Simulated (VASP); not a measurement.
A run of VASP 6.6.1:

File INCAR:

```
SYSTEM = NaScTe2
PREC = Accurate ; ENCUT = 520
EDIFF = 1E-7 ; ISMEAR = 0
SIGMA = 0.1 ; LREAL = .False.
LASPH = .True. ; NELM = 100
ALGO = Normal ; ISIF = 2
LWAVE = .False. ; LCHARG = .False.
GGA = PE ; NBANDS = 23
```

KPOINTS

```
regular mesh
0
Gamma
  4 4 2
  0 0 0
```

The input POSCAR:

```
NaScTe2
1.0
    2.6847738200     -2.9041779800      0.0000000000
    2.6847738200      2.9041779800      0.0000000000
    0.0000000000      0.0000000000      9.5045426400
Na Sc Te
1 1 2
Direct
    0.0000000000      0.0000000000      0.0000000000
    0.5000000000      0.5000000000      0.0000000000
    0.5000000000      0.5000000000      0.2322008500
    0.5000000000      0.5000000000      0.7677991500
```

Potentials or basis: VASP PAW PBE potentials, release 64 (Na_pv, Sc_sv, Te).

The run is started by

```sh
$ cat potpaw_PBE.64/Na_pv/POTCAR potpaw_PBE.64/Sc_sv/POTCAR potpaw_PBE.64/Te/POTCAR > POTCAR
$ mpirun -np 1 vasp_std > vasp.out
```

Hardware: 1 thread of Intel(R) Xeon(R) Platinum 8488C (Sapphire Rapids), with other jobs on the host.

Task: Estimate the wall time of this run.

Result: Wall time 76 s on 1 thread of Intel(R) Xeon(R) Platinum 8488C (Sapphire Rapids), with other jobs on the host, peak memory 0.27 GiB. Counts: scf iterations 23, k points 14.
